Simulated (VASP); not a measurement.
Wanted: the native input for a VASP 6.6.1 run.

```yaml
Task: single point
Functional: r2SCAN
Potentials_or_basis: VASP PAW PBE potentials, release 64 (Sn_d, O)
Cutoff: 520 eV
k_mesh: 12 × 12 × 12
Occupations: gaussian, width 0.05 eV
Spin: no spin polarisation
Dipole_correction: no
Further_INCAR_settings: ALGO = Normal; EDIFF = 1e-06; NBANDS = 20
```

Crystal: SnO2.

```
Sn O
1.0
     1.55241    0.89628    4.60857
    -1.55241    0.89628    4.60857
     0.00000   -1.79257    4.60857
Sn O
1 2
Cartesian
  0.0000 0.0000 6.9129
  0.0000 0.0000 3.2790
  0.0000 0.0000 10.5467
```

This cell differs from its parent crystal: strain -0.040 along x and y, -0.040 along z.

These files were run (other wordings do the same):

POSCAR

```
SnO2
1.0
    1.5524093522      0.8962839574      4.6085688806
   -1.5524093522      0.8962839574      4.6085688806
    0.0000000000     -1.7925679148      4.6085688806
Sn O
1 2
Direct
    0.5000000000      0.5000000000      0.5000000000
    0.2371700000      0.2371700000      0.2371700000
    0.7628300000      0.7628300000      0.7628300000
```

INCAR.step1

```
SYSTEM = SnO2
PREC = Accurate ; ENCUT = 520
ISMEAR = 0 ; SIGMA = 0.05
LREAL = .FALSE. ; LASPH = .TRUE.
NELM = 100 ; NBANDS = 20
GGA = PE ; ALGO = Normal
EDIFF = 1E-4 ; LWAVE = .TRUE.
LCHARG = .FALSE.
```

INCAR.step2

```
SYSTEM = SnO2
PREC = Accurate ; ENCUT = 520
EDIFF = 1E-6 ; ISMEAR = 0
SIGMA = 0.05 ; LREAL = .FALSE.
LASPH = .TRUE. ; NELM = 100
ALGO = Normal ; ISIF = 2
LWAVE = .FALSE. ; LCHARG = .TRUE.
METAGGA = R2SCAN ; LMIXTAU = .TRUE.
LELF = .TRUE. ; LVHAR = .TRUE.
NBANDS = 20 ; ISTART = 1
```

KPOINTS

```
Automatic mesh
0
G
  12 12 12
  0 0 0
```

Potentials or basis: VASP PAW PBE potentials, release 64 (Sn_d, O).

Command:

```console
$ cat potpaw_PBE.64/Sn_d/POTCAR potpaw_PBE.64/O/POTCAR > POTCAR
$ cp INCAR.step1 INCAR
$ mpirun -np 1 vasp_std > vasp.out
$ cp INCAR.step2 INCAR
$ mpirun -np 1 vasp_std > vasp.out
```

Results of the run:

```yaml
Pressure: 16.8 GPa
Largest_force: 1.053 eV/Å
Band_gap_on_the_k_mesh: 3.39 eV (least direct gap 3.64 eV)
```

Caveat: the cell differs from its parent crystal (strain -0.040 along x and y, -0.040 along z); the cell stands under pressure; the PAW data sets were made with another functional, which shifts forces and pressure a little; spin-orbit coupling is left out, which moves the levels of the heavy elements.

Run time: 26 min on 1 thread of Intel Xeon 8259CL, on a shared host, peak memory 0.35 GiB.
